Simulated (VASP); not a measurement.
Write the native input for VASP 6.6.1 that does the following.

| Quantity | Value |
| --- | --- |
| Task | single point |
| Functional | PBE |
| Potentials or basis | VASP PAW PBE potentials, release 64 (Mg, S, Ca_sv) |
| Cutoff | 520 eV |
| k mesh | 6 × 6 × 6 |
| Occupations | gaussian, width 0.01 eV |
| Spin | no spin polarisation |
| Dipole correction | no |
| Further INCAR settings | ALGO = Normal; EDIFF = 1e-06; NBANDS = 30 |

The structure of CaMg3S4 lies in POSCAR:

```
CaMg3S4
1.0
   -2.6996546116      2.6996546116      5.3134902262
    2.6996546116     -2.6996546116      5.3134902262
    2.6996546116      2.6996546116     -5.3134902262
Mg S Ca
3 4 1
Direct
    0.7500000000      0.2500000000      0.5000000000
    0.0000000000      0.0000000000      0.0000000000
    0.2500000000      0.7500000000      0.5000000000
    0.5000000000      0.0000000000      0.5000000000
    0.7614772832      0.7614772832      0.0000000000
    0.0000000000      0.5000000000      0.5000000000
    0.2385227168      0.2385227168      0.0000000000
    0.5000000000      0.5000000000      0.0000000000
```

These files were run (other wordings do the same):

INCAR

```
PREC = Accurate
ENCUT = 520
EDIFF = 1E-6
ISMEAR = 0
SIGMA = 0.01
LREAL = F
LASPH = T
NELM = 100
ALGO = Normal
ISIF = 2
LWAVE = F
LCHARG = F
GGA = PE
NBANDS = 30
```

KPOINTS

```
regular mesh
0
Gamma
  6 6 6
```

Potentials or basis: VASP PAW PBE potentials, release 64 (Mg, S, Ca_sv).

Run with:

```console
$ cat potpaw_PBE.64/Mg/POTCAR potpaw_PBE.64/S/POTCAR potpaw_PBE.64/Ca_sv/POTCAR > POTCAR
$ mpirun -np 1 vasp_std > vasp.out
```

Results of the run:

```
Pressure               : -0.1 GPa
Largest force          : 0.021 eV/Å
Band gap on the k mesh : 2.39 eV (least direct gap 2.60 eV)
```

Wall time 6.8 min on 1 thread of Intel Xeon 8259CL, on a shared host, peak memory 0.39 GiB.
